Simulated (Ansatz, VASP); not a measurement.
## Mg in VASP and in Ansatz

```
Mg
1.0
     5.07690    0.00000    0.00000
    -2.53845    4.39672    0.00000
     0.00000    0.00000    3.06469
Mg
3
Direct
  0.00000 0.00000 0.00000
  0.33333 0.66667 0.50000
  0.66667 0.33333 0.50000
```

Alike in both runs: task relaxation of cell and atoms; functional PBEsol; k mesh 12 × 12 × 16; occupations gaussian, width 0.1 eV; no spin polarisation.

|  | VASP | Ansatz |
| --- | --- | --- |
| version | VASP 6.6.1 | Ansatz 0.2.0 |
| potentials or method | VASP PAW PBE potentials, release 64 (Mg), cutoff 600 eV | scalar-relativistic, plane waves, PAW |
| valence electrons in the cell | 6 | 30 |

|  | VASP | Ansatz | Ansatz less VASP |
| --- | --- | --- | --- |
| gap on the k mesh at the Fermi level, each at its own relaxed structure (eV) | none | none | - |
| relaxed volume (Å³/atom) | 22.80 | 22.80 | 0.000 |
| relaxed length of the cell vector where the two differ most in proportion (Å) | 5.077 | 5.077 | 0.0000 |

VASP's potentials were made for PBE, not for PBEsol. A gap of «none» marks a metal or a gap that the smearing closes. VASP's potentials hold 6 valence electrons a cell and Ansatz's 30, so a difference there can come from the potentials and not from the codes.

Noted on VASP's run: the relaxation stopped at its first step, so nothing moved.
